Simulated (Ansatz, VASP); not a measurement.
# Pt in VASP and in Ansatz

INCAR

```
SYSTEM = Pt
PREC = Accurate
ENCUT = 520
EDIFF = 1E-6
ISMEAR = -1
SIGMA = 0.1
LREAL = .False.
LASPH = .True.
NELM = 100
ALGO = Normal
ISIF = 2
LWAVE = .False.
LCHARG = .False.
GGA = PS
NBANDS = 17
```

File KPOINTS:

```
regular mesh
0
Gamma
  11 11 11
  0 0 0
```

Contents of POSCAR:

```
Pt
1.0
    0.0000000000      2.8465169987      2.8465169987
    2.8465169987      0.0000000000      2.8465169987
    2.8465169987      2.8465169987      0.0000000000
Pt
2
Direct
    0.1250000000      0.1250000000      0.1250000000
    0.8750000000      0.8750000000      0.8750000000
```

Input for Ansatz:

```yaml
crystal:
  lattice:
    - [0.0, 2.8465169987, 2.8465169987]
    - [2.8465169987, 0.0, 2.8465169987]
    - [2.8465169987, 2.8465169987, 0.0]
  atoms:
    - { symbol: Pt, position: [0.125, 0.125, 0.125] }
    - { symbol: Pt, position: [0.875, 0.875, 0.875] }
hamiltonian:
  xc: pbesol
  pseudopotentials:
    kind: paw
    azcp:
      Pt: "pseudopotentials/Pt.paw.azcp"
basis:
  ecutwfc: 420
  fft_grid_basis: typed
kpoints:
  mp_grid: { grid: [11, 11, 11], shift: [0, 0, 0] }
magnetization:
  spin_polarized: false
scf:
  occupations: { method: fermi_dirac, width: 0.1 }
  lower_state_search: "off"
output:
  stress: true
```

Alike in both runs: task single point; functional PBEsol; k mesh 11 × 11 × 11; occupations fermi-dirac, width 0.1 eV; no spin polarisation.

```csv
,VASP,Ansatz
version,VASP 6.6.1,Ansatz 0.2.0
potentials or method,"VASP PAW PBE potentials, release 64 (Pt), cutoff 520 eV","plane waves (420 eV) with PAW, scalar-relativistic"
valence electrons in the cell,20,36
```

```tsv
	VASP	Ansatz	Ansatz less VASP
pressure (GPa)	-0.5	0.0	+0.44
```

VASP's potentials were made for PBE, not for PBEsol, and Ansatz warns of the same on its side. The functional is the same, so the differences come from potentials, cutoffs and numerics. VASP's potentials hold 20 valence electrons a cell and Ansatz's 36, so a difference there can come from the potentials and not from the codes.

Neither program's run includes spin-orbit coupling.
